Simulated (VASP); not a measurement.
Write the native input for VASP 6.6.1 that does the following.

```
Task                   : single point
Functional             : PBE
Dispersion             : D3(BJ)
Potentials or basis    : VASP PAW PBE potentials, release 64 (C)
Cutoff                 : 520 eV
k mesh                 : 15 × 15 × 15
Occupations            : gaussian, width 0.05 eV
Spin                   : no spin polarisation
Dipole correction      : no
Further INCAR settings : ALGO = Normal; EDIFF = 1e-06; NBANDS = 11
```

The structure of C lies in POSCAR:

```
C
1.0
    1.2324984681      0.7115833223      3.3613878357
   -1.2324984681      0.7115833223      3.3613878357
    0.0000000000     -1.4231666447      3.3613878357
C
2
Direct
    0.1618852291      0.1618852291      0.1618852291
    0.8381147709      0.8381147709      0.8381147709
```

This cell differs from its parent crystal: mode 4 frozen in at -0.048 Å and mode 6 at +0.000 Å (largest displacements).

These files were run (other wordings do the same):

INCAR

```
PREC = Accurate
ENCUT = 520
EDIFF = 1E-6
ISMEAR = 0
SIGMA = 0.05
LREAL = False
LASPH = True
NELM = 60
ALGO = Normal
ISIF = 2
LWAVE = False
LCHARG = False
GGA = PE
IVDW = 12
NBANDS = 11
```

KPOINTS

```
Automatic mesh
0
Gamma
  15 15 15
```

Potentials or basis: VASP PAW PBE potentials, release 64 (C).

Command:

```bash
$ cat potpaw_PBE.64/C/POTCAR > POTCAR
$ mpirun -np 1 vasp_std > vasp.out
```

Results of the run:

```
Pressure                   : -0.1 GPa
Largest force              : 1.570 eV/Å
Band gap on the k mesh     : 0.81 eV, direct
Dispersion energy per atom : -0.156 eV
```

Caveat: the cell differs from its parent crystal (mode 4 frozen in at -0.048 Å and mode 6 at +0.000 Å (largest displacements)); forces of over 1 eV/Å act on the atoms, so gaps and moduli don't describe the material at rest.

Wall time 34 s on 1 thread of Intel(R) Xeon(R) 6975P-C (Granite Rapids) (shared host), peak memory 0.2 GiB.
